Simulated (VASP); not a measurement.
A run of VASP 6.6.1 is set up as follows.

File POSCAR:

```
WS2
1.0
    3.1015680172      0.0000000000      0.0000000000
   -1.5507840086      2.6860366944      0.0000000000
    0.0000000000      0.0000000000     16.1032030033
W S
1 2
Direct
    0.3333333333      0.6666666667      0.0000000000
    0.6666666667      0.3333333333      0.9080224902
    0.6666666667      0.3333333333      0.0919775098
```

INCAR.step1

```
PREC = Accurate
ENCUT = 520
ISMEAR = 0
SIGMA = 0.05
LREAL = False
LASPH = True
NELM = 60
NBANDS = 20
GGA = PE
ALGO = Normal
EDIFF = 1E-4
LWAVE = True
LCHARG = False
```

Contents of INCAR.step2:

```
PREC = Accurate
ENCUT = 520
EDIFF = 1E-6
ISMEAR = 0
SIGMA = 0.05
LREAL = False
LASPH = True
NELM = 60
ALGO = Normal
ISIF = 2
LWAVE = False
LCHARG = False
METAGGA = R2SCAN
LMIXTAU = True
NBANDS = 20
ISTART = 1
```

Contents of KPOINTS:

```
Automatic mesh
0
Gamma
  12 12 2
```

Potentials or basis: VASP PAW PBE potentials, release 64 (W_sv, S).

Run with:

```bash
$ cat potpaw_PBE.64/W_sv/POTCAR potpaw_PBE.64/S/POTCAR > POTCAR
$ cp INCAR.step1 INCAR
$ mpirun -np 1 vasp_std > vasp.out
$ cp INCAR.step2 INCAR
$ mpirun -np 1 vasp_std > vasp.out
```

Q: Estimate the band gap on the k mesh.

A: 1.78 eV (least direct gap 1.99 eV).

Q: Predict the largest force.

A: 2.615 eV/Å.

Forces in eV/Å, atoms in the order of the input:
```
W    0.000  0.000  0.000
S    0.000  0.000 -2.615
S    0.000  0.000  2.615
```

Caveat: the cell differs from its parent crystal (strain -0.025 along x and y, -0.050 along z); the PAW data sets were made with another functional, which shifts forces and pressure a little; spin-orbit coupling is left out, which moves the levels of the heavy elements.
